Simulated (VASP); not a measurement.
Set up this calculation in VASP 6.6.1, as the native input.

```yaml
Task: relaxation of cell and atoms
Functional: PBE
Potentials_or_basis: VASP PAW PBE potentials, release 64 (Mg, B)
Cutoff: 600 eV
k_mesh: 6 × 6 × 4
Occupations: gaussian, width 0.1 eV
Spin: no spin polarisation
Dipole_correction: no
Further_INCAR_settings: ALGO = Fast; EDIFF = 1e-06; IBRION = 2; EDIFFG = -0.015; NSW = 100; ISIF = 3
```

The structure of Mg3B lies in POSCAR:

```
Mg3B
1.0
   -4.0446360259      0.0741388712      0.0285854888
    0.0285854888     -0.0462258426     -4.0498485686
    0.1482777423     -8.0318379044     -0.0924516851
Mg B
6 2
Direct
    0.9899174100      0.5060752403      0.7476572522
    0.9880141682      0.4832885730      0.2421565921
    0.5129331062      0.5002144883      0.5151632569
    0.5082384671      0.5045468821      0.0118042028
    0.5020104683      1.0266036555      0.7468601500
    0.4978204285      0.9843807422      0.2469217684
    0.9976154402      1.0148376404      0.9978051264
    1.0034505115      0.9800527782      0.4916316512
```

One way to write it, as run:

INCAR

```
PREC = Accurate
ENCUT = 600
EDIFF = 1E-6
ISMEAR = 0
SIGMA = 0.1
LREAL = F
LASPH = T
NELM = 60
ALGO = Fast
ISIF = 3
LWAVE = F
LCHARG = F
GGA = PE
IBRION = 2
NSW = 100
EDIFFG = -0.015
```

KPOINTS

```
Automatic mesh
0
Gamma
  6 6 4
```

Potentials or basis: VASP PAW PBE potentials, release 64 (Mg, B).

Command:

```console
$ cat potpaw_PBE.64/Mg/POTCAR potpaw_PBE.64/B/POTCAR > POTCAR
$ mpirun -np 1 vasp_std > vasp.out
```

Results of the run:

| Property | Result |
| --- | --- |
| Relaxed volume | 16.53 Å³/atom |
| Relaxed cell | a = 4.029 Å, b = 4.033 Å, c = 8.136 Å, α = 90.02°, β = 89.98°, γ = 90.02° |
| Space group after relaxing (to 0.1 Å) | Pmma (No. 51) |
| Energy gained by relaxing | 39.8 meV/atom |
| Ionic steps | 19 |
| Pressure after relaxing | 0.0 GPa |
| Largest force after relaxing | 0.011 eV/Å |
| Band gap on the k mesh | zero (bands 9 and 10 overlap by 2.49 eV) |

Wall time 13 min on 1 thread of Intel(R) Xeon(R) 6975P-C (Granite Rapids), with other jobs on the host, peak memory 0.38 GiB.
